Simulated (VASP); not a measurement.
Input of a VASP 6.6.1 run:

The input INCAR:

```
SYSTEM = SnO2
  ALGO = Normal
  EDIFF = 1E-6
  ENCUT = 520
  GGA = PE
  ISIF = 2
  ISMEAR = 0
  IVDW = 12
  LASPH = .TRUE.
  LCHARG = .FALSE.
  LREAL = .FALSE.
  LWAVE = .FALSE.
  NBANDS = 35
  NELM = 60
  PREC = Accurate
  SIGMA = 0.05
```

Contents of KPOINTS:

```
k-points
0
G
  12 12 4
  0 0 0
```

POSCAR

```
SnO2
1.0
    3.1456575827      0.0000000000      0.0000000000
   -1.5728287913      2.7242193782      0.0000000000
    0.0000000000      0.0000000000     10.1222231499
Sn O
2 4
Direct
    0.0000000000      0.0000000000      0.5000000000
    0.0000000000      0.0000000000      0.0000000000
    0.6666666667      0.3333333333      0.4017901367
    0.6666666667      0.3333333333      0.0982098633
    0.3333333333      0.6666666667      0.5982098633
    0.3333333333      0.6666666667      0.9017901367
```

Potentials or basis: VASP PAW PBE potentials, release 64 (Sn_d, O).

Launch:

```sh
$ cat potpaw_PBE.64/Sn_d/POTCAR potpaw_PBE.64/O/POTCAR > POTCAR
$ mpirun -np 1 vasp_std > vasp.out
```

(1) Predict the band gap on the k mesh.

(2) What does it give for the largest force?

(3) Predict the pressure.

Results:

(1) 2.45 eV (least direct gap 2.92 eV).

(2) 0.815 eV/Å.

(3) 10.5 GPa.

Caveat: the stress differs along the axes, from 6 to 13 GPa; spin-orbit coupling is left out, which moves the levels of the heavy elements.
